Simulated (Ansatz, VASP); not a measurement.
Ge in VASP and in Ansatz

File INCAR:

```
SYSTEM = Ge
PREC = Accurate ; ENCUT = 500
EDIFF = 1E-6 ; ISMEAR = -1
SIGMA = 0.01 ; LREAL = .False.
LASPH = .True. ; NELM = 200
ALGO = Normal ; ISIF = 2
LWAVE = .False. ; LCHARG = .True.
ISPIN = 2 ; MAGMOM = 0.5 -0.25
LORBIT = 11 ; GGA = LIBXC
LIBXC1 = GGA_X_PBE_SOL ; LIBXC2 = GGA_C_PBE
LELF = .True. ; LVHAR = .True.
NBANDS = 25 ; GGA_COMPAT = .False.
```

File KPOINTS:

```
regular mesh
0
Gamma
  8 8 8
  0 0 0
```

Contents of POSCAR:

```
Ge
1.0
    4.1046429060      0.0000000000      0.0000000000
    2.0523214530      3.5547250301      0.0000000000
    2.0523214530      1.1849083434      3.3514268987
Ge
2
Direct
    0.7500000000      0.7500000000      0.7500000000
    0.5000000000      0.5000000000      0.5000000000
```

Contents of input.yaml:

```yaml
crystal:
  lattice: { a: 4.104642906, b: 4.104642906, c: 4.104642906, alpha: 60.0, beta: 60.0, gamma: 60.0 }
  atoms:
    - { symbol: Ge, position: [0.75, 0.75, 0.75], spin: 0.5 }
    - { symbol: Ge, position: [0.5, 0.5, 0.5], spin: -0.25 }
kpoints:
  mp_grid: { grid: [8, 8, 8] }
scf:
  occupations: { method: fermi_dirac, width: 0.01 }
hamiltonian:
  xc: { exchange: pbesol, correlation: pbe }
  pseudopotentials: { kind: all_electron, lapw: { basis_error: 0.002 } }
magnetization:
  spin_polarized: true
output:
  forces: true
  stress: true
  eigenvalues: true
basis:
  ecutwfc: 220
```

Alike in both runs: task single point; functional pbesol exchange, pbe correlation; k mesh 8 × 8 × 8; occupations fermi-dirac, width 0.01 eV; collinear spin.

|  | VASP | Ansatz |
| --- | --- | --- |
| version | VASP 6.6.1 | Ansatz 0.2.0 |
| potentials or method | VASP PAW PBE potentials, release 64 (Ge_d), cutoff 500 eV | all-electron LAPW, scalar-relativistic |

```csv
,VASP,Ansatz,Ansatz less VASP
gap on the k mesh at the Fermi level (eV),none,none,-
pressure (GPa),-4.6,-4.4,+0.21
net moment per atom (μB),0.00,0.00,0.000
```

VASP's potentials were made for PBE, not for pbesol exchange, pbe correlation. A gap of «none» marks a metal or a gap that the smearing closes. Ansatz ran all-electron here, and VASP with PAW potentials.
